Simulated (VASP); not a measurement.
Input of a VASP 6.6.1 run:

POSCAR

```
MgB2
1.0
    3.0850000000      0.0000000000      0.0000000000
   -1.5425000000      2.6716883707      0.0000000000
    0.0000000000      0.0000000000      3.5230000000
Mg B
1 2
Direct
    0.0000000000      0.0000000000      0.0000000000
    0.6666666667      0.3333333333      0.5000000000
    0.3333333333      0.6666666667      0.5000000000
```

The input INCAR.step1:

```
PREC = Accurate
ENCUT = 520
EDIFF = 1E-5
ISMEAR = 1
SIGMA = 0.05
LREAL = False
LASPH = True
NELM = 60
ALGO = Normal
ISIF = 2
LWAVE = True
LCHARG = False
NBANDS = 11
GGA = PE
```

File INCAR.step2:

```
PREC = Accurate
ENCUT = 520
EDIFF = 1E-6
ISMEAR = 1
SIGMA = 0.05
LREAL = False
LASPH = True
NELM = 60
ALGO = Normal
ISIF = 2
LWAVE = False
LCHARG = False
GGA = PE
LHFCALC = True
HFSCREEN = 0.2079
PRECFOCK = Normal
NBANDS = 11
ISTART = 1
```

KPOINTS

```
Automatic mesh
0
Gamma
  5 5 4
```

Potentials or basis: VASP PAW PBE potentials, release 64 (Mg, B).

Command:

```bash
$ cat potpaw_PBE.64/Mg/POTCAR potpaw_PBE.64/B/POTCAR > POTCAR
$ cp INCAR.step1 INCAR
$ mpirun -np 1 vasp_std > vasp.out
$ cp INCAR.step2 INCAR
$ mpirun -np 1 vasp_std > vasp.out
```

Task: Predict the band gap on the k mesh.

Result: Zero (bands 4 and 5 overlap by 2.34 eV).

Task: Predict the pressure.

Result: -3.1 GPa.

Caveat: the k points lie up to 0.47 Å⁻¹ apart, too coarse for converged energies and pressures of a metal; the PAW data sets were made with another functional, which shifts forces and pressure a little.
